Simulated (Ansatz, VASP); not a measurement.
**One calculation of Li3HSe, two programs**

```
Li H Se
1.0
     3.84126    0.00000    0.00000
     0.00000    3.84126    0.00000
     0.00000    0.00000    3.84126
Li H Se
3 1 1
Direct
  0.00000 0.50000 0.50000
  0.50000 0.00000 0.50000
  0.50000 0.50000 0.00000
  0.50000 0.50000 0.50000
  0.00000 0.00000 0.00000
```

Alike in both runs: functional LDA; k mesh 6 × 6 × 6; occupations gaussian, width 0.02 eV; no spin polarisation.

Ansatz relaxed the structure, and its values are those at the end. VASP's run is a single point on that final structure, the one shown.

|  | VASP | Ansatz |
| --- | --- | --- |
| version | VASP 6.6.1 | Ansatz 0.2.0 |
| potentials or method | VASP PAW LDA potentials, release 64 (Li_sv, H, Se), cutoff 520 eV | scalar-relativistic, plane waves, PAW |
| valence electrons in the cell | 16 | 26 |

|  | VASP | Ansatz | Ansatz less VASP |
| --- | --- | --- | --- |
| gap on the k mesh at the Fermi level (eV) | 3.62 | 3.60 | -0.020 |
| least direct gap on the mesh (eV) | 4.20 | 4.17 | -0.022 |

LDA's correlation is that of Perdew and Zunger in VASP and of Perdew and Wang (1992) in Ansatz. VASP's potentials hold 16 valence electrons a cell and Ansatz's 26, so a difference there can come from the potentials and not from the codes.

Noted on VASP's run: the cutoff is short for stress, so the pressure is rough.
